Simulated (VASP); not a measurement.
# Y (P6_3/mmc) in VASP: further runs

The runs below take Y through single point, relaxation of cell and atoms, with PBE.

Program: VASP 6.6.1. These are calculated values, not measurements. Logs are shortened: lines on timing, memory, paths and dates and some standing lists are left out, and cuts for length are marked.

### 1 The cell of the first run

The structure is hexagonal, space group P6_3/mmc (No. 194). Conventional cell: a = 3.650 Å, b = 3.650 Å, c = 5.726 Å, α = 90.00°, β = 90.00°, γ = 120.00°. Within 4.7 Å of Y (site symmetry -6m2) lie 12 Y at 3.56 to 3.65 Å.

### 2 Single point, PBE

The input, INCAR:

```
SYSTEM = Y
PREC = Accurate ; ENCUT = 500
EDIFF = 1E-6 ; ISMEAR = -1
SIGMA = 0.15 ; LREAL = .False.
LASPH = .True. ; NELM = 120
ALGO = Normal ; ISIF = 2
LWAVE = .False. ; LCHARG = .False.
GGA = PE ; NBANDS = 18
GGA_COMPAT = .False.
```

The input, KPOINTS:

```
Automatic mesh
0
Gamma
  15 15 8
  0 0 0
```

The input, POSCAR:

```
Y
1.0
    3.6504399440      0.0000000000      0.0000000000
   -1.8252199720      3.1613737265      0.0000000000
    0.0000000000      0.0000000000      5.7262537134
Y
2
Direct
    0.3333333333      0.6666666667      0.2500000000
    0.6666666667      0.3333333333      0.7500000000
```

Potentials or basis: VASP PAW PBE potentials, release 64 (Y_sv).

Launch:

```sh
cat potpaw_PBE.64/Y_sv/POTCAR > POTCAR
mpirun -np 1 vasp_std > vasp.out
```

OUTCAR:

```text
SYSTEM = Y
   PREC = Accurate
   ENCUT = 500
   EDIFF = 1E-6
   ISMEAR = -1
   LREAL = .False.
   LASPH = .True.
   NELM = 120
   ISIF = 2
   GGA = PE

 ion  position               nearest neighbor table
   1  0.333  0.667  0.250-   2 3.56   2 3.56   2 3.56   2 3.56   2 3.56   2 3.56
   2  0.667  0.333  0.750-   1 3.56   1 3.56   1 3.56   1 3.56   1 3.56   1 3.56

  LATTYP: Found a hexagonal cell.
 ALAT       =     3.6504399440
 C/A-ratio  =     1.5686475606

  Lattice vectors:

 A1 = (   3.6504399440,   0.0000000000,   0.0000000000)
 A2 = (  -1.8252199720,   3.1613737265,   0.0000000000)
 A3 = (   0.0000000000,   0.0000000000,   5.7262537134)

Analysis of symmetry for initial positions (statically):
=====================================================================
 Subroutine PRICEL returns:
 Original cell was already a primitive cell.

 Routine SETGRP: Setting up the symmetry group for a
 hexagonal supercell.

 Subroutine GETGRP returns: Found 24 space group operations
 (whereof 12 operations were pure point group operations)
 out of a pool of 24 trial point group operations.

The static configuration has the point symmetry D_3d.
 The point group associated with its full space group is D_6h.

Analysis of symmetry for dynamics (positions and initial velocities):
=====================================================================
 Subroutine PRICEL returns:
 Original cell was already a primitive cell.

 Routine SETGRP: Setting up the symmetry group for a
 hexagonal supercell.

 Subroutine GETGRP returns: Found 24 space group operations
 (whereof 12 operations were pure point group operations)
 out of a pool of 24 trial point group operations.

The dynamic configuration has the point symmetry D_3d.
 The point group associated with its full space group is D_6h.

 Subroutine INISYM returns: Found 24 space group operations
 (whereof 12 operations are pure point group operations),
 and found     1 'primitive' translations

----------------------------------------------------------------------------------------

                                     Primitive cell

  volume of cell :      66.0833

  direct lattice vectors                    reciprocal lattice vectors
     3.650439944  0.000000000  0.000000000     0.273939584  0.158159093  0.000000000
    -1.825219972  3.161373726  0.000000000     0.000000000  0.316318185  0.000000000
     0.000000000  0.000000000  5.726253713     0.000000000  0.000000000  0.174634246

  length of vectors
     3.650439944  3.650439944  5.726253713     0.316318185  0.316318185  0.174634246

  position of ions in fractional coordinates (direct lattice)
     0.333333333  0.666666667  0.250000000
     0.666666667  0.333333333  0.750000000

  ion indices of the primitive-cell ions
   primitive index   ion index
                 1           1
                 2           2

----------------------------------------------------------------------------------------

 KPOINTS: Automatic mesh

Automatic generation of k-mesh.
 Grid dimensions read from file:
 generate k-points for:   15   15    8

 Generating k-lattice:

  Cartesian coordinates                     Fractional coordinates (reciprocal lattice)
     0.018262639  0.010543940  0.000000000     0.066666667 -0.000000000  0.000000000
     0.000000000  0.021087879  0.000000000     0.000000000  0.066666667  0.000000000
     0.000000000  0.000000000  0.021829281     0.000000000  0.000000000  0.125000000

  Length of vectors
     0.021087879  0.021087879  0.021829281

  Shift w.r.t. Gamma in fractional coordinates (k-lattice)
     0.000000000  0.000000000  0.000000000

 Subroutine IBZKPT returns following result:
 ===========================================

 Found    135 irreducible k-points:

 Following reciprocal coordinates:
            Coordinates               Weight
  0.000000  0.000000  0.000000      1.000000
  0.066667 -0.000000  0.000000      6.000000
  0.133333 -0.000000  0.000000      6.000000
  0.200000  0.000000  0.000000      6.000000
  0.266667 -0.000000  0.000000      6.000000
  0.333333 -0.000000  0.000000      6.000000
[... 16 lines left out ...]
  0.333333  0.200000  0.000000     12.000000
  0.400000  0.200000  0.000000      6.000000
 [... further k-points ...]
   k-points           NKPTS =    135   k-points in BZ     NKDIM =    135   number of bands    NBANDS=     18
   number of dos      NEDOS =    301   number of ions     NIONS =      2
   total plane-waves  NPLWV =  32928
   dimension x,y,z NGX =    28 NGY =   28 NGZ =   42
   dimension x,y,z NGXF=    56 NGYF=   56 NGZF=   84
   ions per type =               2
   NGX,Y,Z   is equivalent  to a cutoff of  12.75, 12.75, 12.19 a.u.
   NGXF,Y,Z  is equivalent  to a cutoff of  25.50, 25.50, 24.39 a.u.
 SYSTEM =  Y
   PREC   = accura    normal or accurate (medium, high low for compatibility)
   ISTART =      0    job   : 0-new  1-cont  2-samecut
   ICHARG =      2    charge: 1-file 2-atom 10-const
   ISPIN  =      1    spin polarized calculation?
   LNONCOLLINEAR =      F non collinear calculations
   LSORBIT =      F    spin-orbit coupling
   LASPH  =      T    aspherical Exc in radial PAW
   ENCUT  =  500.0 eV  36.75 Ry    6.06 a.u.   6.66  6.66 10.44*2*pi/ulx,y,z
   NELM   =    120;   NELMIN=  2; NELMDL= -5     # of ELM steps
   EDIFF  = 0.1E-05   stopping-criterion for ELM
   LREAL  =      F    real-space projection
   EDIFFG = 0.1E-04   stopping-criterion for IOM
   NSW    =      0    number of steps for IOM
   IBRION =     -1    ionic relax: 0-MD 1-quasi-New 2-CG
   NFREE  =      0    steps in history (QN), initial steepest desc. (CG)
   ISIF   =      2    stress and relaxation
   ISYM   =      2    0-nonsym 1-usesym 2-fastsym
   POTIM  = 0.5000    time-step for ionic-motion
   TEBEG  =    0.0;   TEEND  =   0.0 temperature during run
   PSTRESS=    0.0 pullay stress
   NELECT =      22.0000    total number of electrons
   NUPDOWN=      -1.0000    fix difference up-down
   EMIN   =  10.00;   EMAX   =-10.00  energy-range for DOS
   EFERMI =   0.00;   METHOD = LEGACY
   ISMEAR =    -1;   SIGMA  =   0.15  broadening in eV -4-tet -1-fermi 0-gaus
   EFERMI_NEDOS =   21; number of points for ismear=-14 and -15
   IALGO  =     38    algorithm
   IMIX   =      4    mixing-type and parameters
     AMIX     =   0.40;   BMIX     =  1.00
     AMIX_MAG =   1.60;   BMIX_MAG =  1.00
  volume/ion in A,a.u.               =      33.04       222.98
  Fermi-wavevector in a.u.,A,eV,Ry     =   1.134624  2.144128 17.515745  1.287371
  Thomas-Fermi vector in A             =   2.271328
   LORBIT       =      0    0 simple, 1 ext, 2 COOP (PROOUT), +10 PAW based schemes
   GGA     = PE    functional components
   LHFCALC =     F    Hartree Fock is set to
   AEXX    =    0.0000 exact exchange contribution
   IVDW    =     0    specifies the selected vdW correction
   LEPSILON=     F    determine dielectric tensor
   LRPA    =     F    only Hartree local field effects (RPA)
 non-spin polarized calculation
  energy-cutoff  :      500.00
  volume of cell :       66.08
 maximum number of plane-waves:      1713
 NGX is ok and might be reduce to    28
   NGX = 13   NGY = 13   NGZ = 21

 number of electron      21.9999999 magnetization

 Free energy of the ion-electron system (eV)
  ---------------------------------------------------
  ext. energy  EPLUGINS =         0.00000000
  ---------------------------------------------------
  free energy    TOTEN  =       -13.00194777 eV

  energy without entropy =      -12.74897709  energy(sigma->0) =      -12.87546243

 E-fermi :   2.9727     XC(G=0):  -9.4033

 val. band max:        2.9645606480   @ k =   0.4000   0.0000   0.1250
 cond. band min:       2.9747260112   @ k =   0.3333   0.2667   0.3750
 fundamental gap:      0.0101653632
 Fermi energy:         2.9726696013

 k-point     1 :       0.0000    0.0000    0.0000
  band No.  band energies     occupation
      1     -39.7256      2.00000
      2     -39.6541      2.00000
      3     -19.9981      2.00000
      4     -19.5264      2.00000
      5     -19.5264      2.00000
      6     -19.4388      2.00000
[... 10 lines left out ...]
     17       5.7454      0.00000
     18       5.7454      0.00000

 k-point     2 :       0.0667   -0.0000    0.0000
  band No.  band energies     occupation
      1     -39.7234      2.00000
      2     -39.6534      2.00000
      3     -19.9903      2.00000
      4     -19.5421      2.00000
      5     -19.5318      2.00000
      6     -19.4554      2.00000
[... 10 lines left out ...]
     17       5.6144      0.00000
     18       5.6539      0.00000

 k-point     3 :       0.1333   -0.0000    0.0000
  band No.  band energies     occupation
      1     -39.7172      2.00000
      2     -39.6513      2.00000
      3     -19.9677      2.00000
      4     -19.5867      2.00000
      5     -19.5467      2.00000
      6     -19.5016      2.00000
[... 10 lines left out ...]
     17       5.5000      0.00000
     18       5.6465      0.00000

 k-point     4 :       0.2000    0.0000    0.0000
  band No.  band energies     occupation
      1     -39.7079      2.00000
      2     -39.6485      2.00000
      3     -19.9323      2.00000
      4     -19.6525      2.00000
      5     -19.5680      2.00000
      6     -19.5679      2.00000
[... 375 lines left out ...]
      4     -19.7771      2.00000
      5     -19.7643      2.00000
      6     -19.6482      2.00000
[... 10 lines left out ...]
     17       7.4243      0.00000
     18       8.1146      0.00000

 k-point    23 :       0.3333    0.2000    0.0000
  band No.  band energies     occupation
      1     -39.6641      2.00000
      2     -39.6449      2.00000
      3     -19.8440      2.00000
      4     -19.7636      2.00000
      5     -19.7338      2.00000
      6     -19.6851      2.00000
[... 10 lines left out ...]
     17       7.7233      0.00000
     18       8.1049      0.00000

 k-point    24 :       0.4000    0.2000    0.0000
  band No.  band energies     occupation
      1     -39.6605      2.00000
      2     -39.6460      2.00000
      3     -19.8558      2.00000
      4     -19.7582      2.00000
      5     -19.7128      2.00000
      6     -19.7037      2.00000
[... 10 lines left out ...]
     17       7.8581      0.00000
     18       8.1024      0.00000

 [... further k-points ...]

------------------------ aborting loop because EDIFF is reached ----------------------------------------

  FORCE on cell =-STRESS in cart. coord.  units (eV):
  Direction    XX          YY          ZZ          XY          YZ          ZX
  --------------------------------------------------------------------------------------
  -------------------------------------------------------------------------------------
  Total       -0.0427531     -0.0427531     -0.0422222      0.0000000     -0.0000000     -0.0000000
  in kB       -1.0365405     -1.0365405     -1.0236686      0.0000000     -0.0000000     -0.0000000
  external PRESSURE =      -1.0322499 kB  Pullay stress =       0.0000000 kB

 VOLUME and BASIS-vectors are now :
 -----------------------------------------------------------------------------
  energy-cutoff  :      500.00
  volume of cell :       66.08
      direct lattice vectors                 reciprocal lattice vectors
     3.650439944  0.000000000  0.000000000     0.273939584  0.158159093  0.000000000
    -1.825219972  3.161373726  0.000000000     0.000000000  0.316318185  0.000000000
     0.000000000  0.000000000  5.726253713     0.000000000  0.000000000  0.174634246

 POSITION                                       TOTAL-FORCE (eV/Angst)
 -----------------------------------------------------------------------------------
     -0.00000      2.10758      1.43156         0.000000     -0.000000      0.000000
      1.82522      1.05379      4.29469        -0.000000      0.000000      0.000000
 -----------------------------------------------------------------------------------
    total drift:                               -0.000000      0.000000     -0.000000

  FREE ENERGIE OF THE ION-ELECTRON SYSTEM (eV)
  ---------------------------------------------------
  free  energy   TOTEN  =       -13.0019477672 eV

  energy  without entropy=      -12.7489770860  energy(sigma->0) =      -12.87546243
```

It took 2.6 min on 1 thread of Intel Xeon 8259CL, shared host; peak memory 0.29 GiB.

What came out:

```
Free energy            : -13.0019 eV
Pressure               : -0.1 GPa
Band gap on the k mesh : zero (bands 11 and 12 overlap by 1.41 eV)
```

### 3 Relaxation of cell and atoms, PBE

This run uses another cell than the first one, of 32.86 Å³/atom.

The input, INCAR:

```
PREC = Accurate ; ENCUT = 500
EDIFF = 1E-7 ; ISMEAR = -1
SIGMA = 0.15 ; LREAL = False
LASPH = True ; NELM = 120
ALGO = Normal ; ISIF = 3
LWAVE = False ; LCHARG = False
GGA = PE ; IBRION = 2
NSW = 80 ; EDIFFG = -0.001
GGA_COMPAT = False ; NELMIN = 4
```

The input, KPOINTS:

```
regular mesh
0
Gamma
  15 15 8
```

The input, POSCAR:

```
Y
1.0
    3.6571046507      0.0000000000      0.0000000000
   -1.8285523254      3.1671455318      0.0000000000
    0.0000000000      0.0000000000      5.6740659793
Y
2
Direct
    0.3333333333      0.6666666667      0.2500000000
    0.6666666667      0.3333333333      0.7500000000
```

Potentials or basis: VASP PAW PBE potentials, release 64 (Y_sv).

Launch:

```sh
cat potpaw_PBE.64/Y_sv/POTCAR > POTCAR
mpirun -np 1 vasp_std > vasp.out
```

Wall time 14 min (1 thread of Intel Xeon 8259CL, shared host); peak memory 0.28 GiB.

The run converged. Its results:

```
Free energy                           : -13.0020 eV
Relaxed volume                        : 32.96 Å³/atom
Relaxed cell                          : a = 3.647 Å, b = 3.647 Å, c = 5.721 Å, α = 90.00°, β = 90.00°, γ = 120.00°
Space group after relaxing (to 0.1 Å) : P6_3/mmc (No. 194)
Energy gained by relaxing             : 0.5 meV/atom
Ionic steps                           : 7
Pressure after relaxing               : 0.0 GPa
Band gap on the k mesh                : zero (bands 11 and 12 overlap by 1.41 eV)
```

Step by step:
| step | energy change (eV) | largest force (eV/Å) | pressure (GPa) | volume (Å³) |
| --- | --- | --- | --- | --- |
| 1 | 0.0000 | 0.0000 | 0.12 | 65.72 |
| 2 | -0.0008 | 0.0000 | -0.02 | 65.95 |
| 3 | -0.0009 | 0.0000 | -0.09 | 66.06 |
| 4 | -0.0010 | 0.0000 | 0.02 | 65.88 |
| 5 | -0.0010 | 0.0000 | 0.01 | 65.91 |
| 6 | -0.0010 | 0.0000 | 0.00 | 65.91 |
| 7 | -0.0010 | 0.0000 | 0.00 | 65.91 |

Final structure:
```cif
data_structure
_symmetry_space_group_name_H-M 'P 1'
_symmetry_Int_Tables_number 1
_cell_length_a 3.6474
_cell_length_b 3.6474
_cell_length_c 5.7210
_cell_angle_alpha 90.000
_cell_angle_beta 90.000
_cell_angle_gamma 120.000
_cell_volume 65.91
loop_
_atom_site_label
_atom_site_type_symbol
_atom_site_fract_x
_atom_site_fract_y
_atom_site_fract_z
_atom_site_occupancy
Y1 Y 0.33333 0.66667 0.25000 1
Y2 Y 0.66667 0.33333 0.75000 1
```

Levels at points of the mesh, in eV from the Fermi level:
```
           k point  band 7  band 8  band 9  band 10  band 11  band 12  band 13  band 14  band 15
(0.00, 0.00, 0.00)  -22.40  -22.38   -4.68    -1.85     0.87     1.75     1.75     2.05     2.35
(0.00, 0.00, 0.50)  -22.45  -22.45   -3.25    -3.25     0.95     0.95     1.67     1.67     1.67
```
